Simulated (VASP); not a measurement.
Runs of VASP 6.6.1 on PbF2. The structure is that of space group Fm-3m (No. 225), or close to it. The cells are those of the table. 

| task | level | potentials or basis | cell | k mesh | cutoff (eV) | smearing | gap on the mesh (eV) | pressure (GPa) | relaxed volume (Å³/atom) |
| --- | --- | --- | --- | --- | --- | --- | --- | --- | --- |
| relaxation of cell and atoms | PBEsol | VASP PAW PBE potentials, release 64 (Pb_d, F) | relaxed from a = 4.191 Å, angles 60.0°, 3 atoms | 8 × 8 × 8 | 600 | fermi-dirac 0.05 eV | 4.30 | 0.0 | 17.05 |
| single point | PBEsol | VASP PAW PBE potentials, release 64 (Pb_d, F) | a = 3.937 Å, angles 60.0°, 3 atoms | 8 × 8 × 8 | 600 | fermi-dirac 0.05 eV | 4.17 | 19.8 | - |
| single point | PBEsol | VASP PAW PBE potentials, release 64 (Pb_d, F) | a = 4.092 Å, angles 60.0°, 3 atoms | 8 × 8 × 8 | 600 | fermi-dirac 0.05 eV | 4.27 | 4.8 | - |
| single point | r2SCAN+D4 | VASP PAW PBE potentials, release 64 (Pb_d, F) | a = 4.203 Å, angles 60.0°, 3 atoms | 8 × 8 × 8 | 660 | fermi-dirac 0.05 eV | 4.94 | -0.1 | - |
| single point | LDA | VASP PAW LDA potentials, release 64 (Pb_d, F) | a = 4.191 Å, angles 60.0°, 3 atoms | 11 × 11 × 11 | 600 | methfessel-paxton 0.1 eV | 4.24 | -4.6 | - |
| relaxation of cell and atoms | BLYP+D4 | VASP PAW PBE potentials, release 64 (Pb_d, F) | relaxed from a = 4.191 Å, angles 60.0°, 3 atoms | 8 × 8 × 8 | 600 | fermi-dirac 0.05 eV | (d) | -0.1 | 18.11 |
| single point | BLYP+D3(BJ) | VASP PAW PBE potentials, release 64 (Pb_d, F) | a = 4.227 Å, angles 60.0°, 3 atoms | 8 × 8 × 8 | 600 | fermi-dirac 0.05 eV | (a) | 0.1 | - |
| single point | PBEsol | VASP PAW PBE potentials, release 64 (Pb_d, F) | a = 4.273 Å, angles 60.0°, 3 atoms | 8 × 8 × 8 | 520 | fermi-dirac 0.05 eV | 4.30 | (b) | - |
| single point | PBEsol | VASP PAW PBE potentials, release 64 (Pb_d, F) | a = 4.031 Å, angles 60.0°, 3 atoms | 8 × 8 × 8 | 600 | fermi-dirac 0.05 eV | 4.24 | 9.8 | - |
| single point | PBE | VASP PAW PBE potentials, release 64 (Pb_d, F) | a = 4.163 Å, angles 60.0°, 3 atoms | 8 × 8 × 8 | 600 | fermi-dirac 0.05 eV | 4.41 | 4.1 | - |
| single point | LDA | VASP PAW LDA potentials, release 64 (Pb_d, F) | a = 4.191 Å, angles 60.0°, 3 atoms | 9 × 9 × 9 | 600 | methfessel-paxton 0.1 eV | (c) | -4.6 | - |

Alike in all rows: no spin polarisation.

Task: Estimate the missing entries.

Result: (a) 4.49; (b) -4.9; (c) 4.25; (d) 4.48.

Caveats: spin-orbit coupling is left out, which moves the levels of the heavy elements; the PAW data sets were made with another functional, which shifts forces and pressure a little (at least some runs); the cell stands under pressure (at least some runs); the cell stands under tension (at least some runs); an odd mesh through Γ misses points on the zone boundary, where band edges can lie (at least some runs).

A k mesh can miss the band edges, and the runs leave out spin-orbit coupling on Pb.
